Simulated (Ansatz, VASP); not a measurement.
Two plane-wave programs on SnO

```
Sn O
1.0
     3.94457    0.00000    0.00000
     0.00000    3.65943    0.00000
     0.00000    0.00000    4.83600
Sn O
2 2
Cartesian
  0.0000 1.8297 1.1534
  1.9723 0.0000 3.6826
  0.0000 0.0000 0.0000
  1.9723 1.8297 0.0000
```

Change from the starting cell: strain +0.0375 x Voigt [1, -1, 0, 0, 0, 0], atoms carried along.

Alike in both runs: task single point; functional PBE; k mesh 12 × 12 × 10; occupations gaussian, width 0.15 eV; no spin polarisation.

```csv
,VASP,Ansatz
version,VASP 6.6.1,Ansatz 0.2.0
potentials or method,"VASP PAW PBE potentials, release 64 (Sn_d, O), cutoff 520 eV","scalar-relativistic, plane waves, PAW"
valence electrons in the cell,40,40
```

```csv
,VASP,Ansatz,Ansatz less VASP
gap on the k mesh at the Fermi level (eV),none,none,-
pressure (GPa),5.1,4.8,-0.23
"traceless stress, the component that is largest in VASP (GPa)",3.26,3.14,-0.115
rms of the force components (eV/Å),0.327,0.296,-0.0311
```

Atom by atom the forces differ by 0.037 eV/Å (rms over components). A gap of «none» marks a metal or a gap that the smearing closes. With one functional, cell and mesh, what is left measures potentials, basis and numerics.
